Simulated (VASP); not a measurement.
Runs of VASP 6.6.1 on YF. The structure is that of space group P6_3mc (No. 186), or close to it. The cells are those of the table. 

| task | spin | cell | k mesh | cutoff (eV) | gap on the mesh (eV) | pressure (GPa) | moment (μB) | relaxed volume (Å³/atom) | largest force (eV/Å) |
| --- | --- | --- | --- | --- | --- | --- | --- | --- | --- |
| single point | off | a = 3.872, b = 3.872, c = 6.381 Å, angles 90.0, 90.0, 120.0°, 4 atoms | 6 × 6 × 4 | 520 | none | 0.0 | - | - | 0.02 |
| single point | collinear, ferromagnetic start | a = 3.713, b = 3.713, c = 6.109 Å, angles 90.0, 90.0, 120.0°, 4 atoms | 6 × 6 × 4 | 520 | none | 11.2 | 0.00 | - | 0.06 |
| single point | off | a = 3.542, b = 3.542, c = 7.555 Å, angles 90.0, 90.0, 120.0°, 4 atoms | 12 × 12 × 8 | 520 | none | -0.1 | - | - | 0.01 |
| relaxation of cell and atoms | off | relaxed from a = 3.713, b = 3.713, c = 6.109 Å, angles 90.0, 90.0, 120.0°, 4 atoms | 6 × 6 × 4 | 600 | none | -0.1 | - | 20.75 | 0.01 |
| single point | off | a = 3.538, b = 3.538, c = 7.569 Å, angles 90.0, 90.0, 120.0°, 4 atoms | 18 × 18 × 6 | 520 | none | -0.1 | - | - | 0.01 |
| single point | collinear, ferromagnetic start | a = 3.872, b = 3.872, c = 6.381 Å, angles 90.0, 90.0, 120.0°, 4 atoms | 6 × 6 × 4 | 520 | none | 0.0 | 0.00 | - | 0.02 |
| single point | off | a = 3.713, b = 3.713, c = 6.109 Å, angles 90.0, 90.0, 120.0°, 4 atoms | 6 × 6 × 4 | 520 | none | 11.2 | - | - | 0.06 |
| relaxation of cell and atoms | off | relaxed from a = 3.542, b = 3.542, c = 7.555 Å, angles 90.0, 90.0, 120.0°, 4 atoms | 18 × 18 × 6 | 600 | none | 0.0 | - | (a) | 0.01 |

Alike in all rows: level PBE; potentials or basis VASP PAW PBE potentials, release 64 (Y_sv, F); smearing gaussian 0.1 eV.

Fill in the values left out.

(a) 20.43.

A k mesh can miss the band edges, and the runs leave out spin-orbit coupling on Y.

A gap of «none» marks levels without a gap at the run's occupations.
